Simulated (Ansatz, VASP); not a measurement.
# LuCl4: VASP beside Ansatz

The input INCAR:

```
SYSTEM = LuCl4
PREC = Accurate
ENCUT = 520
EDIFF = 1E-6
ISMEAR = -1
SIGMA = 0.1
LREAL = .False.
LASPH = .True.
NELM = 80
ALGO = Normal
ISIF = 2
LWAVE = .False.
LCHARG = .False.
GGA = PE
NBANDS = 64
```

Contents of KPOINTS:

```
regular mesh
0
Gamma
  4 4 4
  0 0 0
```

Contents of POSCAR:

```
LuCl4
1.0
   -4.1542790000      4.1542790000      3.6544530000
    4.1542790000     -4.1542790000      3.6544530000
    4.1542790000      4.1542790000     -3.6544530000
Cl Lu
8 2
Direct
    0.3625000000      0.7992000000      0.5633000000
    0.7992000000      0.7359000000      0.4367000000
    0.7359000000      0.7992000000      0.9367000000
    0.7992000000      0.3625000000      0.0633000000
    0.6375000000      0.2008000000      0.4367000000
    0.2008000000      0.6375000000      0.9367000000
    0.2641000000      0.2008000000      0.0633000000
    0.2008000000      0.2641000000      0.5633000000
    0.8750000000      0.1250000000      0.7500000000
    0.1250000000      0.8750000000      0.2500000000
```

Input for Ansatz:

```yaml
crystal:
  lattice:
    - [-4.154279, 4.154279, 3.654453]
    - [4.154279, -4.154279, 3.654453]
    - [4.154279, 4.154279, -3.654453]
  atoms:
    - { symbol: Cl, position: [0.3625, 0.7992, 0.5633] }
    - { symbol: Cl, position: [0.7992, 0.7359, 0.4367] }
    - { symbol: Cl, position: [0.7359, 0.7992, 0.9367] }
    - { symbol: Cl, position: [0.7992, 0.3625, 0.0633] }
    - { symbol: Cl, position: [0.6375, 0.2008, 0.4367] }
    - { symbol: Cl, position: [0.2008, 0.6375, 0.9367] }
    - { symbol: Cl, position: [0.2641, 0.2008, 0.0633] }
    - { symbol: Cl, position: [0.2008, 0.2641, 0.5633] }
    - { symbol: Lu, position: [0.875, 0.125, 0.75] }
    - { symbol: Lu, position: [0.125, 0.875, 0.25] }
  symmetry: { tolerance: 0.0003 }
kpoints:
  mp_grid: { grid: [4, 4, 4], shift: [0, 0, 0] }
magnetization:
  spin_polarized: false
scf:
  occupations: { method: fermi_dirac }
hamiltonian:
  pseudopotentials: { kind: paw }
  xc: pbe
basis:
  ecutwfc: "58.8 Ry"
output:
  forces: true
  stress: true
  eigenvalues: true
  write_density: true
  write_potential: true
  elf: true
  volumetric_format: npy
```

Alike in both runs: task single point; functional PBE; k mesh 4 × 4 × 4; no spin polarisation.

```csv
,VASP,Ansatz
version,VASP 6.6.1,Ansatz 0.2.0
potentials or method,"VASP PAW PBE potentials, release 64 (Cl, Lu), cutoff 520 eV",PAW plane waves
occupations,"fermi-dirac, width 0.1 eV",fermi-dirac
valence electrons in the cell,106,106
```

|  | VASP | Ansatz | Ansatz less VASP |
| --- | --- | --- | --- |
| gap on the k mesh at the Fermi level (eV) | none | none | - |
| pressure (GPa) | -0.6 | -0.6 | -0.02 |
| traceless stress, the component that is largest in VASP (GPa) | -1.65 | -1.61 | +0.040 |
| rms of the force components (eV/Å) | 0.207 | 0.216 | +0.0086 |

Atom by atom the forces differ by 0.009 eV/Å (rms over components). A gap of «none» marks a metal or a gap that the smearing closes.

Spin-orbit coupling is off throughout.
